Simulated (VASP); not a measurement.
A run of VASP 6.6.1 is set up as follows.

INCAR

```
  PREC = Accurate
  ENCUT = 520
  EDIFF = 1E-7
  ISMEAR = 0
  SIGMA = 0.05
  LREAL = False
  LASPH = True
  NELM = 100
  ALGO = Normal
  ISIF = 2
  LWAVE = False
  LCHARG = False
  NBANDS = 15
```

File KPOINTS:

```
regular mesh
0
Gamma
  8 8 8
```

File POSCAR:

```
CaO
1.0
    0.0000000000      2.5224700000      2.3755300000
    2.5224700000      0.0000000000      2.3755300000
    2.5224700000      2.5224700000      0.0000000000
Ca O
1 1
Direct
    0.0000000000      0.0000000000      0.0000000000
    0.5000000000      0.5000000000      0.5000000000
```

Potentials or basis: VASP PAW LDA potentials, release 64 (Ca_sv, O).

Launch:

```bash
$ cat potpaw_LDA.64/Ca_sv/POTCAR potpaw_LDA.64/O/POTCAR > POTCAR
$ mpirun -np 1 vasp_std > vasp.out
```

Problem. What does it give for the pressure?

Solution. -12.5 GPa.

Problem. Estimate the band gap on the k mesh.

Solution. 3.29 eV, indirect (least direct gap 3.75 eV).

Stress tensor (GPa, compression positive):
```
-14.37   0.00   0.00
  0.00 -14.37   0.00
  0.00   0.00  -8.76
```

Caveat: the cell differs from its parent crystal (strain +0.030 along x and y, -0.030 along z). A k mesh can miss the band edges.
